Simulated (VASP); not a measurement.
# Al2Ru (Fddd) in VASP: a series of runs

The runs below take Al2Ru through relaxation of cell and atoms, single point, with PBEsol.

All numbers are computed with VASP 6.6.1; they aren't measurements. Logs are shortened: lines on timing, memory, paths and dates and some standing lists are left out, and cuts for length are marked.

**1. The cell of the first run**

Symmetry: Fddd, No. 70, orthorhombic system. The conventional cell has a = 4.705 Å, b = 7.980 Å, c = 8.783 Å, α = 90.00°, β = 90.00°, γ = 90.00°. Within 3.4 Å of Al (site symmetry 2) lie 5 Ru at 2.57 to 2.72 Å and 9 Al at 2.60 to 3.19 Å. Ru (site symmetry 222) has 10 Al at 2.57 to 2.72 Å and 4 Ru at 3.19 Å within 3.4 Å.

**2. Relaxation of cell and atoms, PBEsol**

The input, INCAR:

```
SYSTEM = Al2Ru
PREC     = Accurate       ! precision mode
ENCUT    = 600            ! plane-wave cutoff, eV
EDIFF    = 1E-6           ! SCF threshold, eV
ISMEAR   = 0              ! smearing method
SIGMA    = 0.01           ! smearing width, eV
LREAL    = .FALSE.        ! projectors in reciprocal space
LASPH    = .TRUE.         ! aspherical terms in the spheres
NELM     = 60             ! most SCF steps
ALGO     = Normal         ! electronic algorithm
ISIF     = 3              ! what is computed and relaxed
LWAVE    = .FALSE.        ! write WAVECAR
LCHARG   = .FALSE.        ! write CHGCAR
GGA      = PS             ! functional
IBRION   = 2              ! ionic algorithm
NSW      = 80             ! ionic steps
EDIFFG   = -0.01          ! ionic threshold
```

The input, KPOINTS:

```
regular mesh
0
G
  6 6 6
  0 0 0
```

The input, POSCAR:

```
Al2Ru
1.0
    0.0000000000      3.9898374997      4.3915250777
    2.3524746913      0.0000000000      4.3915250777
    2.3524746913      3.9898374997      0.0000000000
Al Ru
4 2
Direct
    0.0790610300      0.4209389700      0.0790610300
    0.4209389700      0.0790610300      0.4209389700
    0.1709389700      0.8290610300      0.1709389700
    0.8290610300      0.1709389700      0.8290610300
    0.7500000000      0.7500000000      0.7500000000
    0.5000000000      0.5000000000      0.5000000000
```

Potentials or basis: VASP PAW PBE potentials, release 64 (Al, Ru_pv).

Started as:

```console
> cat potpaw_PBE.64/Al/POTCAR potpaw_PBE.64/Ru_pv/POTCAR > POTCAR
> mpirun -np 1 vasp_std > vasp.out
```

OUTCAR:

```text
SYSTEM = Al2Ru
   PREC = Accurate
   ENCUT = 600
   EDIFF = 1E-6
   ISMEAR = 0
   LREAL = .FALSE.
   LASPH = .TRUE.
   NELM = 60
   ISIF = 3
   GGA = PS
   IBRION = 2
   NSW = 80
   EDIFFG = -0.01

 ion  position               nearest neighbor table
   1  0.079  0.421  0.079-   6 2.57   6 2.57   3 2.60   3 2.60   5 2.63   2 2.67   2 2.67   5 2.72
                             5 2.72   2 2.73   4 3.19   4 3.19   4 3.19   4 3.19
   2  0.421  0.079  0.421-   6 2.57   6 2.57   4 2.60   4 2.60   5 2.63   1 2.67   1 2.67   5 2.72
                             5 2.72   1 2.73   3 3.19   3 3.19   3 3.19   3 3.19
   3  0.171  0.829  0.171-   5 2.57   5 2.57   1 2.60   1 2.60   6 2.63   4 2.67   4 2.67   6 2.72
                             6 2.72   4 2.73   2 3.19   2 3.19   2 3.19   2 3.19
   4  0.829  0.171  0.829-   5 2.57   5 2.57   2 2.60   2 2.60   6 2.63   3 2.67   3 2.67   6 2.72
                             6 2.72   3 2.73   1 3.19   1 3.19   1 3.19   1 3.19
   5  0.750  0.750  0.750-   4 2.57   3 2.57   4 2.57   3 2.57   1 2.63   2 2.63   2 2.72   2 2.72
                             1 2.72   1 2.72   6 3.19   6 3.19   6 3.19   6 3.19
   6  0.500  0.500  0.500-   1 2.57   2 2.57   1 2.57   2 2.57   3 2.63   4 2.63   3 2.72   3 2.72
                             4 2.72   4 2.72   5 3.19   5 3.19   5 3.19   5 3.19

  LATTYP: Found a face centered orthorhombic cell.
 ALAT       =     4.7049493826
 B/A-ratio  =     1.6960171833
 C/A-ratio  =     1.8667682564

  Lattice vectors:

 A1 = (   0.0000000000,   3.9898374997,   4.3915250777)
 A2 = (   2.3524746913,   0.0000000000,   4.3915250777)
 A3 = (   2.3524746913,   3.9898374997,   0.0000000000)

Analysis of symmetry for initial positions (statically):
=====================================================================
 Subroutine PRICEL returns:
 Original cell was already a primitive cell.

 Routine SETGRP: Setting up the symmetry group for a
 face centered orthorhombic supercell.

 Subroutine GETGRP returns: Found  8 space group operations
 (whereof  4 operations were pure point group operations)
 out of a pool of  8 trial point group operations.

The static configuration has the point symmetry D_2 .
 The point group associated with its full space group is D_2h.

Analysis of symmetry for dynamics (positions and initial velocities):
=====================================================================
 Subroutine PRICEL returns:
 Original cell was already a primitive cell.

 Routine SETGRP: Setting up the symmetry group for a
 face centered orthorhombic supercell.

 Subroutine GETGRP returns: Found  8 space group operations
 (whereof  4 operations were pure point group operations)
 out of a pool of  8 trial point group operations.

The dynamic configuration has the point symmetry D_2 .
 The point group associated with its full space group is D_2h.

 Subroutine INISYM returns: Found  8 space group operations
 (whereof  4 operations are pure point group operations),
 and found     1 'primitive' translations

----------------------------------------------------------------------------------------

                                     Primitive cell

  volume of cell :      82.4376

  direct lattice vectors                    reciprocal lattice vectors
     0.000000000  3.989837500  4.391525078    -0.212542138  0.125318387  0.113855663
     2.352474691  0.000000000  4.391525078     0.212542138 -0.125318387  0.113855663
     2.352474691  3.989837500  0.000000000     0.212542138  0.125318387 -0.113855663

  length of vectors
     5.933320806  4.981930317  4.631731906     0.271738791  0.271738791  0.271738791

  position of ions in fractional coordinates (direct lattice)
     0.079061030  0.420938970  0.079061030
     0.420938970  0.079061030  0.420938970
     0.170938970  0.829061030  0.170938970
     0.829061030  0.170938970  0.829061030
     0.750000000  0.750000000  0.750000000
     0.500000000  0.500000000  0.500000000

  ion indices of the primitive-cell ions
   primitive index   ion index
                 1           1
                 2           2
                 3           3
                 4           4
                 5           5
                 6           6

----------------------------------------------------------------------------------------

 KPOINTS: regular mesh

Automatic generation of k-mesh.
 Grid dimensions read from file:
 generate k-points for:    6    6    6

 Generating k-lattice:

  Cartesian coordinates                     Fractional coordinates (reciprocal lattice)
    -0.035423690  0.020886398  0.018975944     0.166666667  0.000000000  0.000000000
     0.035423690 -0.020886398  0.018975944     0.000000000  0.166666667  0.000000000
     0.035423690  0.020886398 -0.018975944     0.000000000  0.000000000  0.166666667

  Length of vectors
     0.045289798  0.045289798  0.045289798

  Shift w.r.t. Gamma in fractional coordinates (k-lattice)
     0.000000000  0.000000000  0.000000000

 Subroutine IBZKPT returns following result:
 ===========================================

 Found     46 irreducible k-points:

 Following reciprocal coordinates:
            Coordinates               Weight
  0.000000  0.000000  0.000000      1.000000
  0.166667  0.000000 -0.000000      8.000000
  0.333333  0.000000  0.000000      8.000000
  0.500000  0.000000  0.000000      4.000000
  0.166667  0.166667  0.000000      2.000000
  0.333333  0.166667  0.000000      8.000000
[... 16 lines left out ...]
 -0.166667  0.166667  0.166667      8.000000
  0.500000  0.333333  0.166667      4.000000
 [... further k-points ...]
   k-points           NKPTS =     46   k-points in BZ     NKDIM =     46   number of bands    NBANDS=     24
   number of dos      NEDOS =    301   number of ions     NIONS =      6
   total plane-waves  NPLWV =  76800
   dimension x,y,z NGX =    48 NGY =   40 NGZ =   40
   dimension x,y,z NGXF=    96 NGYF=   80 NGZF=   80
   ions per type =               4   2
   NGX,Y,Z   is equivalent  to a cutoff of  13.45, 13.35, 14.36 a.u.
   NGXF,Y,Z  is equivalent  to a cutoff of  26.90, 26.70, 28.71 a.u.
 SYSTEM =  Al2Ru
   PREC   = accura    normal or accurate (medium, high low for compatibility)
   ISTART =      0    job   : 0-new  1-cont  2-samecut
   ICHARG =      2    charge: 1-file 2-atom 10-const
   ISPIN  =      1    spin polarized calculation?
   LNONCOLLINEAR =      F non collinear calculations
   LSORBIT =      F    spin-orbit coupling
   LASPH  =      T    aspherical Exc in radial PAW
   ENCUT  =  600.0 eV  44.10 Ry    6.64 a.u.  11.85  9.95  9.25*2*pi/ulx,y,z
   NELM   =     60;   NELMIN=  2; NELMDL= -5     # of ELM steps
   EDIFF  = 0.1E-05   stopping-criterion for ELM
   LREAL  =      F    real-space projection
   EDIFFG = -.1E-01   stopping-criterion for IOM
   NSW    =     80    number of steps for IOM
   IBRION =      2    ionic relax: 0-MD 1-quasi-New 2-CG
   NFREE  =      1    steps in history (QN), initial steepest desc. (CG)
   ISIF   =      3    stress and relaxation
   ISYM   =      2    0-nonsym 1-usesym 2-fastsym
   POTIM  = 0.5000    time-step for ionic-motion
   TEBEG  =    0.0;   TEEND  =   0.0 temperature during run
   PSTRESS=    0.0 pullay stress
   NELECT =      40.0000    total number of electrons
   NUPDOWN=      -1.0000    fix difference up-down
   EMIN   =  10.00;   EMAX   =-10.00  energy-range for DOS
   EFERMI =   0.00;   METHOD = LEGACY
   ISMEAR =     0;   SIGMA  =   0.01  broadening in eV -4-tet -1-fermi 0-gaus
   EFERMI_NEDOS =   21; number of points for ismear=-14 and -15
   IALGO  =     38    algorithm
   IMIX   =      4    mixing-type and parameters
     AMIX     =   0.40;   BMIX     =  1.00
     AMIX_MAG =   1.60;   BMIX_MAG =  1.00
  volume/ion in A,a.u.               =      13.74        92.72
  Fermi-wavevector in a.u.,A,eV,Ry     =   1.286430  2.431001 22.516327  1.654903
  Thomas-Fermi vector in A             =   2.418505
   LORBIT       =      0    0 simple, 1 ext, 2 COOP (PROOUT), +10 PAW based schemes
   GGA     = PS    functional components
   LHFCALC =     F    Hartree Fock is set to
   AEXX    =    0.0000 exact exchange contribution
   IVDW    =     0    specifies the selected vdW correction
   LEPSILON=     F    determine dielectric tensor
   LRPA    =     F    only Hartree local field effects (RPA)
 conjugate gradient relaxation of ions
 non-spin polarized calculation
 Gauss-broadening in eV      SIGMA  =   0.01
  energy-cutoff  :      600.00
  volume of cell :       82.44
 maximum number of plane-waves:      2778
   NGX = 23   NGY = 19   NGZ = 19

--------------------------------------- Ionic step        1  -------------------------------------------

 number of electron      39.9999999 magnetization

 Free energy of the ion-electron system (eV)
  ---------------------------------------------------
  ext. energy  EPLUGINS =         0.00000000
  ---------------------------------------------------
  free energy    TOTEN  =       -40.83134258 eV

  energy without entropy =      -40.83134258  energy(sigma->0) =      -40.83134258

------------------------ aborting loop because EDIFF is reached ----------------------------------------

  FORCE on cell =-STRESS in cart. coord.  units (eV):
  Direction    XX          YY          ZZ          XY          YZ          ZX
  --------------------------------------------------------------------------------------
  -------------------------------------------------------------------------------------
  Total       -0.2323800     -0.1539336     -0.2966452      0.0000000      0.0000000      0.0000000
  in kB       -4.5163102     -2.9917034     -5.7653071      0.0000000      0.0000000      0.0000000
  external PRESSURE =      -4.4244402 kB  Pullay stress =       0.0000000 kB
[... 65 lines left out ...]
  energy  without entropy=      -40.8312291263  energy(sigma->0) =      -40.83122913

--------------------------------------- Ionic step        3  -------------------------------------------

 number of electron      39.9999999 magnetization

 Free energy of the ion-electron system (eV)
  ---------------------------------------------------
  ext. energy  EPLUGINS =         0.00000000
  ---------------------------------------------------
  free energy    TOTEN  =       -40.83167174 eV

  energy without entropy =      -40.83167174  energy(sigma->0) =      -40.83167174

 E-fermi :  10.6755     XC(G=0): -12.0193

 val. band max:       10.6365943191   @ k =   0.0000   0.0000   0.0000
 cond. band min:      10.7147559019   @ k =   0.0000   0.3333   0.3333
 fundamental gap:      0.0781615828
 Fermi energy:        10.6755140507

 k-point     1 :       0.0000    0.0000    0.0000
  band No.  band energies     occupation
      1     -32.0432      2.00000
      2     -31.9572      2.00000
      3     -31.9565      2.00000
      4     -31.9042      2.00000
      5     -31.8928      2.00000
      6     -31.8889      2.00000
[... 637 lines left out ...]
     23      13.0401      0.00000
     24      13.7796      0.00000

 [... further k-points ...]

------------------------ aborting loop because EDIFF is reached ----------------------------------------

  FORCE on cell =-STRESS in cart. coord.  units (eV):
  Direction    XX          YY          ZZ          XY          YZ          ZX
  --------------------------------------------------------------------------------------
  -------------------------------------------------------------------------------------
  Total        0.0183142      0.0217657     -0.0112255      0.0000000      0.0000000      0.0000000
  in kB        0.3568469      0.4240993     -0.2187251      0.0000000      0.0000000      0.0000000
  external PRESSURE =       0.1874070 kB  Pullay stress =       0.0000000 kB
[... 21 lines left out ...]
  FREE ENERGIE OF THE ION-ELECTRON SYSTEM (eV)
  ---------------------------------------------------
  free  energy   TOTEN  =       -40.8316717384 eV

  energy  without entropy=      -40.8316717384  energy(sigma->0) =      -40.83167174

 reached required accuracy - stopping structural energy minimisation
```

Wall time 5 min (1 thread of Intel Xeon 8259CL, shared host); peak memory 0.32 GiB.

What came out:

```
Free energy                           : -40.8317 eV
Relaxed volume                        : 13.70 Å³/atom
Relaxed cell                          : a = 5.928 Å, b = 4.977 Å, c = 4.629 Å, α = 76.12°, β = 54.59°, γ = 49.29°
Space group after relaxing (to 0.1 Å) : Fddd (No. 70)
Energy gained by relaxing             : 0.1 meV/atom
Ionic steps                           : 3
Pressure after relaxing               : 0.0 GPa
Largest force after relaxing          : 0.008 eV/Å
```

Forces in eV/Å, atoms in the order of the input:
```
Al   0.000 -0.008  0.000
Al   0.000  0.008  0.000
Al   0.000  0.008  0.000
Al   0.000 -0.008  0.000
Ru   0.000  0.000  0.000
Ru   0.000  0.000  0.000
```

Step by step:
```tsv
step	energy change (eV)	largest force (eV/Å)	pressure (GPa)	volume (Å³)
1	0.0000	0.0150	-0.44	82.44
2	0.0001	0.0005	0.56	81.99
3	-0.0003	0.0079	0.02	82.23
```

Final structure:
```yaml
crystal:
  lattice:
    - [0.00000, 3.98754, 4.38665]
    - [2.35043, 0.00000, 4.38665]
    - [2.35043, 3.98754, 0.00000]
  atoms:
    - { symbol: Al, position: [0.07902, 0.42098, 0.07902] }
    - { symbol: Al, position: [0.42098, 0.07902, 0.42098] }
    - { symbol: Al, position: [0.17098, 0.82902, 0.17098] }
    - { symbol: Al, position: [0.82902, 0.17098, 0.82902] }
    - { symbol: Ru, position: [0.75000, 0.75000, 0.75000] }
    - { symbol: Ru, position: [0.50000, 0.50000, 0.50000] }
```

Levels at points of the mesh, in eV from the Fermi level:
```tsv
k point	band 17	band 18	band 19	band 20	band 21	band 22	band 23	band 24
(0.00, 0.00, 0.00)	-2.05	-1.29	-1.26	-0.04	1.64	2.25	2.32	2.56
(0.50, 0.00, 0.00)	-2.23	-2.15	-1.18	-0.93	0.30	0.69	1.80	3.23
(0.50, 0.50, 0.00)	-1.63	-1.63	-1.39	-1.39	2.22	2.22	2.44	2.44
(0.50, 0.00, 0.50)	-2.33	-2.33	-1.48	-1.48	1.72	1.72	2.38	2.38
(0.00, 0.50, 0.50)	-2.55	-2.55	-1.31	-1.31	0.31	0.31	4.62	4.62
```

Caveat: the PAW data sets were made with another functional, which shifts forces and pressure a little.

**3. Single point, PBEsol**

This run uses another cell than the first one, of 13.70 Å³/atom.

The input, INCAR:

```
SYSTEM = Al2Ru
PREC = Accurate ; ENCUT = 520
EDIFF = 1E-7 ; ISMEAR = 0
SIGMA = 0.01 ; LREAL = .FALSE.
LASPH = .TRUE. ; NELM = 80
ALGO = Normal ; ISIF = 2
LWAVE = .FALSE. ; LCHARG = .FALSE.
GGA = PS ; NBANDS = 29
```

The input, KPOINTS:

```
regular mesh
0
G
  10 10 10
  0 0 0
```

The input, POSCAR:

```
Al2Ru
1.0
    0.0000000000      3.9876479919      4.3850793253
    2.3505691340      0.0000000000      4.3850793253
    2.3505691340      3.9876479919      0.0000000000
Al Ru
4 2
Direct
    0.0789481731      0.4210518269      0.0789481731
    0.4210518269      0.0789481731      0.4210518269
    0.1710518269      0.8289481731      0.1710518269
    0.8289481731      0.1710518269      0.8289481731
    0.7500000000      0.7500000000      0.7500000000
    0.5000000000      0.5000000000      0.5000000000
```

Potentials or basis: VASP PAW PBE potentials, release 64 (Al, Ru_pv).

Started as:

```console
> cat potpaw_PBE.64/Al/POTCAR potpaw_PBE.64/Ru_pv/POTCAR > POTCAR
> mpirun -np 1 vasp_std > vasp.out
```

OUTCAR:

```text
SYSTEM = Al2Ru
   PREC = Accurate
   ENCUT = 520
   EDIFF = 1E-7
   ISMEAR = 0
   LREAL = .FALSE.
   LASPH = .TRUE.
   NELM = 80
   ISIF = 2
   GGA = PS

 ion  position               nearest neighbor table
   1  0.079  0.421  0.079-   6 2.57   6 2.57   3 2.59   3 2.59   5 2.62   2 2.67   2 2.67   5 2.72
                             5 2.72   2 2.73   4 3.19   4 3.19   4 3.19   4 3.19
   2  0.421  0.079  0.421-   6 2.57   6 2.57   4 2.59   4 2.59   5 2.62   1 2.67   1 2.67   5 2.72
                             5 2.72   1 2.73   3 3.19   3 3.19   3 3.19   3 3.19
   3  0.171  0.829  0.171-   5 2.57   5 2.57   1 2.59   1 2.59   6 2.62   4 2.67   4 2.67   6 2.72
[... 987 lines left out ...]
  Total        0.0449736      0.0346778      0.0522256      0.0000000      0.0000000      0.0000000
  in kB        0.8765386      0.6758729      1.0178796      0.0000000      0.0000000      0.0000000
  external PRESSURE =       0.8567637 kB  Pullay stress =       0.0000000 kB

 VOLUME and BASIS-vectors are now :
 -----------------------------------------------------------------------------
  energy-cutoff  :      520.00
  volume of cell :       82.20
      direct lattice vectors                 reciprocal lattice vectors
     0.000000000  3.987647992  4.385079325    -0.212714441  0.125387196  0.114023023
     2.350569134  0.000000000  4.385079325     0.212714441 -0.125387196  0.114023023
     2.350569134  3.987647992  0.000000000     0.212714441  0.125387196 -0.114023023

 POSITION                                       TOTAL-FORCE (eV/Angst)
 -----------------------------------------------------------------------------------
      1.17528      0.62964      2.19254        -0.000000     -0.001642     -0.000000
      1.17528      3.35801      2.19254        -0.000000      0.001642     -0.000000
      2.35057      1.36419      4.38508         0.000000      0.001642      0.000000
      2.35057      6.61111      4.38508         0.000000     -0.001642      0.000000
      3.52585      5.98147      6.57762         0.000000      0.000000      0.000000
      2.35057      3.98765      4.38508        -0.000000     -0.000000      0.000000
 -----------------------------------------------------------------------------------
    total drift:                               -0.000000     -0.000000      0.000000

  FREE ENERGIE OF THE ION-ELECTRON SYSTEM (eV)
  ---------------------------------------------------
  free  energy   TOTEN  =       -40.8309651535 eV

  energy  without entropy=      -40.8309651535  energy(sigma->0) =      -40.83096515
```

stdout:

```text
POSCAR found type information on POSCAR AlRu
 POSCAR found :  2 types and       6 ions
 scaLAPACK will be used
 -----------------------------------------------------------------------------
|                                                                             |
|                                                                             |
|     You enforced a specific xc type in the INCAR file but a different       |
|     I HOPE YOU KNOW WHAT YOU ARE DOING!                                     |
|                                                                             |
 -----------------------------------------------------------------------------

 LDA part: xc-table for (Slater+PW92), standard interpolation
 POSCAR, INCAR and KPOINTS ok, starting setup
 FFT: planning ... GRIDC
 FFT: planning ... GRID_SOFT
 FFT: planning ... GRID
 WAVECAR not read
 entering main loop
```

Run time: 9.7 min. Hardware: 1 thread of Intel Xeon 8259CL, shared host; peak memory 0.47 GiB.

Results:

| Quantity | Value |
| --- | --- |
| Free energy | -40.8310 eV |
| Pressure | 0.1 GPa |

Caveat: the PAW data sets were made with another functional, which shifts forces and pressure a little.

(Continued in part 2 of 2.)
